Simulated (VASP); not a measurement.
Here is a VASP 6.6.1 calculation.

Contents of INCAR:

```
SYSTEM = Cd
  ALGO = Fast
  EDIFF = 1E-6
  EDIFFG = -0.005
  ENCUT = 600
  GGA = PE
  IBRION = 2
  ISIF = 3
  ISMEAR = 0
  LASPH = .TRUE.
  LCHARG = .FALSE.
  LREAL = .FALSE.
  LWAVE = .FALSE.
  NELM = 60
  NSW = 100
  PREC = Accurate
  SIGMA = 0.1
```

File KPOINTS:

```
k-points
0
G
  18 18 8
  0 0 0
```

The input POSCAR:

```
Cd
1.0
    3.1252960000      0.0000000000      0.0000000000
   -1.5626480000      2.7065860000      0.0000000000
    0.0000000000      0.0000000000      5.1035870000
Cd
2
Direct
    0.0000000000      0.0000000000      0.0000000000
    0.3333333300      0.6666666700      0.5000000000
```

Potentials or basis: VASP PAW PBE potentials, release 64 (Cd).

Launch:

```console
$ cat potpaw_PBE.64/Cd/POTCAR > POTCAR
$ mpirun -np 1 vasp_std > vasp.out
```

(1) What does it give for the space group after relaxing (to 0.1 Å)?

(2) Predict the relaxed cell.

(3) Estimate the band gap on the k mesh.

(4) Predict the relaxed volume.

Answers

(1) P6_3/mmc (No. 194).

(2) a = 3.022 Å, b = 3.022 Å, c = 5.811 Å, α = 90.00°, β = 90.00°, γ = 120.00°.

(3) zero (bands 12 and 13 overlap by 4.39 eV).

(4) 22.98 Å³/atom.
